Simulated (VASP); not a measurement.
# BaLi7F9 in VASP: notebook

The runs below take BaLi7F9 through single point, with PBE.

Everything below comes from runs of VASP 6.6.1. Logs are shortened: lines on timing, memory, paths and dates and some standing lists are left out, and cuts for length are marked.

**1. The cell of the first run**

The cell holds an amorphous packing of atoms, 17 atoms: a = 5.603 Å, b = 5.754 Å, c = 5.541 Å, α = 91.46°, β = 90.77°, γ = 89.43°.

**2. Single point, PBE**

Contents of INCAR:

```
SYSTEM = BaLi7F9
PREC = Accurate
ENCUT = 520
EDIFF = 1E-7
ISMEAR = -1
SIGMA = 0.1181
LREAL = Auto
LASPH = .TRUE.
NELM = 80
ALGO = Normal
ISIF = 2
LWAVE = .FALSE.
LCHARG = .FALSE.
GGA = PE
ISYM = 0
NBANDS = 61
```

Contents of KPOINTS:

```
Automatic mesh
0
G
  1 1 1
  0 0 0
```

Contents of POSCAR:

```
BaLi7F9
1.0
    5.6029570000      0.0278370000     -0.0374620000
    0.0278370000      5.7534950000     -0.0718080000
   -0.0374620000     -0.0718080000      5.5402340000
Ba F Li
1 9 7
Direct
    0.8516302509      0.9677574877      0.7161694799
    0.5636835877      0.8428503736      0.2637960985
    0.9058825958      0.5209702566      0.4541530206
    0.1487927634      0.6038473467      0.1896255907
    0.7474786240      0.5587364679      0.9474436987
    0.3553593834      0.7069867877      0.7161052729
    0.4420300046      0.3089750408      0.4374044865
    0.5540680141      0.1629305774      0.9835234784
    0.1319791861      0.1786249115      0.9328409056
    0.0804878589     -0.0068850110      0.3260732015
    0.1239367912      0.3251476049      0.2702644183
    0.8512360923      0.6834033979      0.2270066278
    0.4698331949      0.3212901252      0.7692579578
    0.6323761552      0.3556633402      0.2475309795
    0.0714956917      0.4897538087      0.8975645457
    0.3329385643      0.9377485425      0.0104523368
    0.3019430052      0.7298431052      0.4261202618
```

Potentials or basis: VASP PAW PBE potentials, release 64 (Ba_sv, F, Li_sv).

On the command line:

```
$ cat potpaw_PBE.64/Ba_sv/POTCAR potpaw_PBE.64/F/POTCAR potpaw_PBE.64/Li_sv/POTCAR > POTCAR
$ mpirun -np 1 vasp_gam > vasp.out
```

OUTCAR:

```text
SYSTEM = BaLi7F9
   PREC = Accurate
   ENCUT = 520
   EDIFF = 1E-7
   ISMEAR = -1
   LREAL = Auto
   LASPH = .TRUE.
   NELM = 80
   ISIF = 2
   GGA = PE
   ISYM = 0

 ion  position               nearest neighbor table
   1  0.852  0.968  0.716-   9 2.30   8 2.49  10 2.54   5 2.78   3 2.94  13 2.95   2 3.04  12 3.13
                            16 3.14   6 3.17  15 3.18   6 3.18  17 3.28  12 3.31  16 3.36  15 3.38
   2  0.564  0.843  0.264-  12 1.86  17 1.86  16 1.98   1 3.04
   3  0.906  0.521  0.454-  12 1.61  11 1.94  14 2.12   1 2.94
   4  0.149  0.604  0.190-  11 1.68  17 1.71  12 1.74  15 1.78
   5  0.747  0.559  0.947-  12 1.78  15 1.88  14 2.17   1 2.78
   6  0.355  0.707  0.716-  17 1.64  16 2.08   1 3.17   1 3.18
   7  0.442  0.309  0.437-  14 1.54  13 1.84  11 2.00
   8  0.554  0.163  0.984-  13 1.58  16 1.81  14 1.86   1 2.49
   9  0.132  0.179  0.933-  16 1.83  15 1.83  11 2.03   1 2.30
  10  0.080  0.993  0.326-  11 1.96  17 2.03   1 2.54
  11  0.124  0.325  0.270-   4 1.68   3 1.94  10 1.96   7 2.00   9 2.03  15 2.31  12 2.57   1 3.62

  12  0.851  0.683  0.227-   3 1.61   4 1.74   5 1.78   2 1.86  14 2.27  15 2.45  11 2.57   1 3.13
                             1 3.31
  13  0.470  0.321  0.769-   8 1.58   7 1.84  15 2.53   1 2.95
  14  0.632  0.356  0.248-   7 1.54   8 1.86   3 2.12   5 2.17  12 2.27   1 3.66
  15  0.071  0.490  0.898-   4 1.78   9 1.83   5 1.88  11 2.31  12 2.45  13 2.53   1 3.18   1 3.38

  16  0.333  0.938  0.010-   8 1.81   9 1.83   2 1.98   6 2.08   1 3.14   1 3.36
  17  0.302  0.730  0.426-   6 1.64   4 1.71   2 1.86  10 2.03   1 3.28

IMPORTANT INFORMATION: All symmetrisations will be switched off!
NOSYMM: (Re-)initialisation of all symmetry stuff for point group C_1.

----------------------------------------------------------------------------------------

                                     Primitive cell

  volume of cell :     178.5571

  direct lattice vectors                    reciprocal lattice vectors
     5.602957000  0.027837000 -0.037462000     0.178489399 -0.000848655  0.001195912
     0.027837000  5.753495000 -0.071808000    -0.000848655  0.173839554  0.002247428
    -0.037462000 -0.071808000  5.540234000     0.001195912  0.002247428  0.180535007

  length of vectors
     5.603151385  5.754010428  5.540825982     0.178495422  0.173856153  0.180552956

  position of ions in fractional coordinates (direct lattice)
     0.851630251  0.967757488  0.716169480
     0.563683588  0.842850374  0.263796099
     0.905882596  0.520970257  0.454153021
     0.148792763  0.603847347  0.189625591
     0.747478624  0.558736468  0.947443699
     0.355359383  0.706986788  0.716105273
[... 9 lines left out ...]
     0.332938564  0.937748543  0.010452337
     0.301943005  0.729843105  0.426120262

  ion indices of the primitive-cell ions
   primitive index   ion index
                 1           1
                 2           2
                 3           3
                 4           4
                 5           5
                 6           6
[... 9 lines left out ...]
                16          16
                17          17

----------------------------------------------------------------------------------------

 KPOINTS: Automatic mesh

Automatic generation of k-mesh.
 Grid dimensions read from file:
 generate k-points for:    1    1    1

 Generating k-lattice:

  Cartesian coordinates                     Fractional coordinates (reciprocal lattice)
     0.178489399 -0.000848655  0.001195912     1.000000000  0.000000000  0.000000000
    -0.000848655  0.173839554  0.002247428     0.000000000  1.000000000  0.000000000
     0.001195912  0.002247428  0.180535007     0.000000000  0.000000000  1.000000000

  Length of vectors
     0.178495422  0.173856153  0.180552956

  Shift w.r.t. Gamma in fractional coordinates (k-lattice)
     0.000000000  0.000000000  0.000000000

 Subroutine IBZKPT returns following result:
 ===========================================

 Found      1 irreducible k-points:

 Following reciprocal coordinates:
            Coordinates               Weight
  0.000000  0.000000  0.000000      1.000000
   k-points           NKPTS =      1   k-points in BZ     NKDIM =      1   number of bands    NBANDS=     61
   number of dos      NEDOS =    301   number of ions     NIONS =     17
   total plane-waves  NPLWV =  84672
   dimension x,y,z NGX =    42 NGY =   48 NGZ =   42
   dimension x,y,z NGXF=    84 NGYF=   96 NGZF=   84
   ions per type =               1   9   7
   NGX,Y,Z   is equivalent  to a cutoff of  12.46, 13.87, 12.60 a.u.
   NGXF,Y,Z  is equivalent  to a cutoff of  24.92, 27.74, 25.20 a.u.
 SYSTEM =  BaLi7F9
   PREC   = accura    normal or accurate (medium, high low for compatibility)
   ISTART =      0    job   : 0-new  1-cont  2-samecut
   ICHARG =      2    charge: 1-file 2-atom 10-const
   ISPIN  =      1    spin polarized calculation?
   LNONCOLLINEAR =      F non collinear calculations
   LSORBIT =      F    spin-orbit coupling
   LASPH  =      T    aspherical Exc in radial PAW
   ENCUT  =  520.0 eV  38.22 Ry    6.18 a.u.  10.42 10.70 10.30*2*pi/ulx,y,z
   NELM   =     80;   NELMIN=  2; NELMDL= -5     # of ELM steps
   EDIFF  = 0.1E-06   stopping-criterion for ELM
   LREAL  =      T    real-space projection
   EDIFFG = 0.1E-05   stopping-criterion for IOM
   NSW    =      0    number of steps for IOM
   IBRION =     -1    ionic relax: 0-MD 1-quasi-New 2-CG
   NFREE  =      0    steps in history (QN), initial steepest desc. (CG)
   ISIF   =      2    stress and relaxation
   ISYM   =      0    0-nonsym 1-usesym 2-fastsym
   POTIM  = 0.5000    time-step for ionic-motion
   TEBEG  =    0.0;   TEEND  =   0.0 temperature during run
   PSTRESS=    0.0 pullay stress
   NELECT =      94.0000    total number of electrons
   NUPDOWN=      -1.0000    fix difference up-down
   EMIN   =  10.00;   EMAX   =-10.00  energy-range for DOS
   EFERMI =   0.00;   METHOD = LEGACY
   ISMEAR =    -1;   SIGMA  =   0.12  broadening in eV -4-tet -1-fermi 0-gaus
   EFERMI_NEDOS =   21; number of points for ismear=-14 and -15
   IALGO  =     38    algorithm
   IMIX   =      4    mixing-type and parameters
     AMIX     =   0.40;   BMIX     =  1.00
     AMIX_MAG =   1.60;   BMIX_MAG =  1.00
  volume/ion in A,a.u.               =      10.50        70.88
  Fermi-wavevector in a.u.,A,eV,Ry     =   1.321879  2.497989 23.774334  1.747364
  Thomas-Fermi vector in A             =   2.451601
   LORBIT       =      0    0 simple, 1 ext, 2 COOP (PROOUT), +10 PAW based schemes
   GGA     = PE    functional components
   LHFCALC =     F    Hartree Fock is set to
   AEXX    =    0.0000 exact exchange contribution
   IVDW    =     0    specifies the selected vdW correction
   LEPSILON=     F    determine dielectric tensor
   LRPA    =     F    only Hartree local field effects (RPA)
 non-spin polarized calculation
  energy-cutoff  :      520.00
  volume of cell :      178.56
 maximum number of plane-waves:      2402
 NGX is ok and might be reduce to    42
   NGX = 21   NGY = 21   NGZ = 21

 number of electron      93.9999991 magnetization

 Free energy of the ion-electron system (eV)
  ---------------------------------------------------
  ext. energy  EPLUGINS =         0.00000000
  ---------------------------------------------------
  free energy    TOTEN  =       -78.18625861 eV

  energy without entropy =      -78.18625861  energy(sigma->0) =      -78.18625861

 E-fermi :   2.3624     XC(G=0):  -9.3314

 val. band max:       -0.5413884984   @ k =   0.0000   0.0000   0.0000
 cond. band min:       5.5134904189   @ k =   0.0000   0.0000   0.0000
 fundamental gap:      6.0548789173
 Fermi energy:         2.3623912671

 k-point     1 :       0.0000    0.0000    0.0000
  band No.  band energies     occupation
      1     -43.3621      2.00000
      2     -42.9175      2.00000
      3     -42.5267      2.00000
      4     -42.5048      2.00000
      5     -42.4008      2.00000
      6     -41.6929      2.00000
[... 51 lines left out ...]
     58      11.0444      0.00000
     59      12.0388      0.00000
 [bands above 59 left out]

------------------------ aborting loop because EDIFF is reached ----------------------------------------

  FORCE on cell =-STRESS in cart. coord.  units (eV):
  Direction    XX          YY          ZZ          XY          YZ          ZX
  --------------------------------------------------------------------------------------
  -------------------------------------------------------------------------------------
  Total       15.4245050     10.3401161     16.8923413     -0.3839559     -3.0336121     -3.0646226
  in kB      138.4027295     92.7809540    151.5734964     -3.4452022    -27.2203355    -27.4985896
  external PRESSURE =     127.5857266 kB  Pullay stress =       0.0000000 kB

 VOLUME and BASIS-vectors are now :
 -----------------------------------------------------------------------------
  energy-cutoff  :      520.00
  volume of cell :      178.56
      direct lattice vectors                 reciprocal lattice vectors
     5.602957000  0.027837000 -0.037462000     0.178489399 -0.000848655  0.001195912
     0.027837000  5.753495000 -0.071808000    -0.000848655  0.173839554  0.002247428
    -0.037462000 -0.071808000  5.540234000     0.001195912  0.002247428  0.180535007

 POSITION                                       TOTAL-FORCE (eV/Angst)
 -----------------------------------------------------------------------------------
      4.77176      5.54027      3.86635        -1.727384     -1.873061     -1.653676
      3.17187      4.84608      1.37985         0.282692     -0.456148      0.627294
      5.07311      2.99001      2.44477        -1.343082     -2.205146      3.041218
      0.84338      3.46476      1.00164         2.024407      0.369190     -3.387311
      4.16815      3.16746      5.18094         0.614971     -0.431257     -0.358180
      1.98392      4.02611      3.90331        -0.834214      0.124745      2.037253
[... 9 lines left out ...]
      1.89115      5.40385     -0.02190         0.584694     -0.751139      0.957561
      1.69613      4.17696      2.29709         0.479687      0.645383     -0.983710
 -----------------------------------------------------------------------------------
    total drift:                               -0.007897      0.000827      0.006787

  FREE ENERGIE OF THE ION-ELECTRON SYSTEM (eV)
  ---------------------------------------------------
  free  energy   TOTEN  =       -78.1862586128 eV

  energy  without entropy=      -78.1862586125  energy(sigma->0) =      -78.18625861
```

Run time: 14 s. Hardware: 1 thread of Intel Xeon 6975P-C (Granite Rapids), shared host; peak memory 0.26 GiB.

What came out:

* Free energy: -78.1863 eV
* Largest force: 3.989 eV/Å
* Band gap on the k mesh: 6.05 eV

Forces on the atoms (eV/Å):
```
Ba  -1.727 -1.873 -1.654
F    0.283 -0.456  0.627
F   -1.343 -2.205  3.041
F    2.024  0.369 -3.387
F    0.615 -0.431 -0.358
F   -0.834  0.125  2.037
F   -1.841 -0.492  2.423
F    1.070 -0.671  0.867
F    0.549  1.668 -0.056
F   -0.341  0.570  0.393
Li   0.538 -1.488  1.004
Li  -0.737  1.935 -0.699
Li  -0.721  2.312 -1.691
Li   1.491  0.438 -1.768
Li  -0.090  0.306 -0.753
Li   0.585 -0.751  0.958
Li   0.480  0.645 -0.984
```

Caveat: the k points lie up to 1.13 Å⁻¹ apart; the cutoff is under 1.25 times the usual one of these potentials, so pressure, stress and relaxed cells hold a basis-set (Pulay) error; spin-orbit coupling is left out, which moves the levels of the heavy elements.

**3. Single point, PBE**

Contents of INCAR:

```
PREC = Accurate
ENCUT = 520
EDIFF = 1E-6
ISMEAR = -1
SIGMA = 0.1181
LREAL = Auto
LASPH = True
NELM = 60
ALGO = Normal
ISIF = 2
LWAVE = False
LCHARG = True
GGA = PE
LELF = True
LVHAR = True
NBANDS = 61
ISYM = 0
```

Contents of KPOINTS:

```
Automatic mesh
0
Gamma
  1 1 1
```

Contents of POSCAR:

```
BaLi7F9
1.0
    5.6029570000      0.0278370000     -0.0374620000
    0.0278370000      5.7534950000     -0.0718080000
   -0.0374620000     -0.0718080000      5.5402340000
Ba F Li
1 9 7
Direct
    0.7941306674      0.9621109260      0.7477247323
    0.5790583205      0.7644252385      0.3909875522
    0.9852384306      0.5140002084      0.5496979602
    0.1935852478      0.5905392608      0.2001938066
    0.7289278861      0.6504566420      1.0011308344
    0.3331789986      0.7490930887      0.8296435544
    0.3969567048      0.2789863646      0.4650977278
    0.5238498361      0.2528637596      0.9099373968
    0.0834238079      0.2030828207      0.9852977679
   -0.0158028851     -0.0266861356      0.3680863867
    0.1109155350      0.3196505504      0.3404272427
    0.9109700122      0.6847195136      0.2534393127
    0.5175664395      0.5062275315      0.6359607303
    0.5301121236      0.4989434926      0.1772869512
    0.1511784876      0.4531487088      0.8474151364
    0.3595885776      1.0253733353      0.0516965377
    0.2383223487      0.7956500839      0.4813246287
```

Potentials or basis: VASP PAW PBE potentials, release 64 (Ba_sv, F, Li_sv).

On the command line:

```
$ cat potpaw_PBE.64/Ba_sv/POTCAR potpaw_PBE.64/F/POTCAR potpaw_PBE.64/Li_sv/POTCAR > POTCAR
$ mpirun -np 1 vasp_gam > vasp.out
```

OUTCAR:

```text
PREC = Accurate
   ENCUT = 520
   EDIFF = 1E-6
   ISMEAR = -1
   LREAL = Auto
   LASPH = True
   NELM = 60
   ISIF = 2
   GGA = PE
   ISYM = 0

 ion  position               nearest neighbor table
   1  0.794  0.962  0.748-   5 2.34  10 2.37   8 2.41   9 2.49   2 2.55   6 2.92   3 2.97  16 2.99
                            17 3.04  13 3.10  12 3.21   7 3.27   6 3.28  12 3.31  15 3.51  13 3.54
   2  0.579  0.764  0.391-  14 1.93  17 1.99  12 2.06  13 2.07   1 2.55
   3  0.985  0.514  0.550-  11 1.74  15 1.92  12 1.97  17 2.21   1 2.97
   4  0.194  0.591  0.200-  12 1.70  11 1.83  17 1.95  14 1.96  15 2.10
   5  0.729  0.650  0.001-  12 1.73  14 1.75   1 2.34
   6  0.333  0.749  0.830-  16 1.99  15 2.00  17 2.02  13 2.02   1 2.92   1 3.28
   7  0.397  0.279  0.465-  13 1.73  11 1.75  14 2.20   1 3.27
   8  0.524  0.253  0.910-  16 1.81  14 2.02  13 2.13   1 2.41
   9  0.083  0.203  0.985-  15 1.69  16 1.88  11 2.07   1 2.49
  10  0.984  0.973  0.368-  12 1.81  17 1.86  11 2.13   1 2.37
  11  0.111  0.320  0.340-   3 1.74   7 1.75   4 1.83   9 2.07  10 2.13  12 2.43   1 3.59
  12  0.911  0.685  0.253-   4 1.70   5 1.73  10 1.81   3 1.97   2 2.06  17 2.30  14 2.42  11 2.43
[... 169 lines left out ...]
      1     -43.2707      2.00000
      2     -43.2554      2.00000
      3     -43.1053      2.00000
      4     -42.5249      2.00000
      5     -42.4807      2.00000
      6     -42.0241      2.00000
[... 51 lines left out ...]
     58      10.8958      0.00000
     59      11.0080      0.00000
 [bands above 59 left out]

------------------------ aborting loop because EDIFF is reached ----------------------------------------

  FORCE on cell =-STRESS in cart. coord.  units (eV):
  Direction    XX          YY          ZZ          XY          YZ          ZX
  --------------------------------------------------------------------------------------
  -------------------------------------------------------------------------------------
  Total       15.6018174      8.3367451     14.1690061      1.5218528     -1.1787471     -4.1869230
  in kB      139.9937386     74.8048824    127.1372480     13.6554519    -10.5767938    -37.5688928
  external PRESSURE =     113.9786230 kB  Pullay stress =       0.0000000 kB

 VOLUME and BASIS-vectors are now :
 -----------------------------------------------------------------------------
  energy-cutoff  :      520.00
  volume of cell :      178.56
      direct lattice vectors                 reciprocal lattice vectors
     5.602957000  0.027837000 -0.037462000     0.178489399 -0.000848655  0.001195912
     0.027837000  5.753495000 -0.071808000    -0.000848655  0.173839554  0.002247428
    -0.037462000 -0.071808000  5.540234000     0.001195912  0.002247428  0.180535007

 POSITION                                       TOTAL-FORCE (eV/Angst)
 -----------------------------------------------------------------------------------
      4.44825      5.50391      4.04373        -0.275702      0.995970      0.006525
      3.25107      4.38616      2.08958        -0.834399     -0.587231      0.610459
      5.51396      2.94525      2.97164        -1.037908      0.203199      1.266608
      1.09359      3.38868      1.05946         0.915859      0.032293     -0.679554
      4.10222      3.76261     -0.06775         0.829356     -1.177055     -0.210547
      1.85656      4.25960      4.53015        -0.419682      0.381450     -1.501974
[... 9 lines left out ...]
      2.01353      0.15228      0.27112        -0.556648     -0.254789      0.026147
      1.33943      4.54984      2.60059         0.531096     -0.153484     -0.128734
 -----------------------------------------------------------------------------------
    total drift:                                0.008112      0.007512     -0.007485

  FREE ENERGIE OF THE ION-ELECTRON SYSTEM (eV)
  ---------------------------------------------------
  free  energy   TOTEN  =       -79.4554654194 eV

  energy  without entropy=      -79.4554654193  energy(sigma->0) =      -79.45546542
```

It took 15 s on 1 thread of Intel Xeon 6975P-C (Granite Rapids), shared host; peak memory 0.26 GiB.

Results:

```yaml
Free_energy: -79.4555 eV
Largest_force: 1.730 eV/Å
Band_gap_on_the_k_mesh: 6.77 eV
```

Forces in eV/Å, atoms in the order of the input:
```
Ba  -0.276  0.996  0.007
F   -0.834 -0.587  0.610
F   -1.038  0.203  1.267
F    0.916  0.032 -0.680
F    0.829 -1.177 -0.211
F   -0.420  0.381 -1.502
F    0.586 -0.486 -0.611
F   -0.086  0.783  0.726
F   -0.028 -0.691  0.595
F    1.445  0.674 -0.671
Li  -0.115 -0.839 -0.596
Li  -0.688  0.441  0.483
Li   0.676  0.119  0.754
Li  -0.945 -0.267 -0.196
Li   0.003  0.825  0.126
Li  -0.557 -0.255  0.026
Li   0.531 -0.153 -0.129
```

Caveat: the k points lie up to 1.13 Å⁻¹ apart; the cutoff is under 1.25 times the usual one of these potentials, so pressure, stress and relaxed cells hold a basis-set (Pulay) error; spin-orbit coupling is left out, which moves the levels of the heavy elements.

(Part 1 of 2 ends here.)
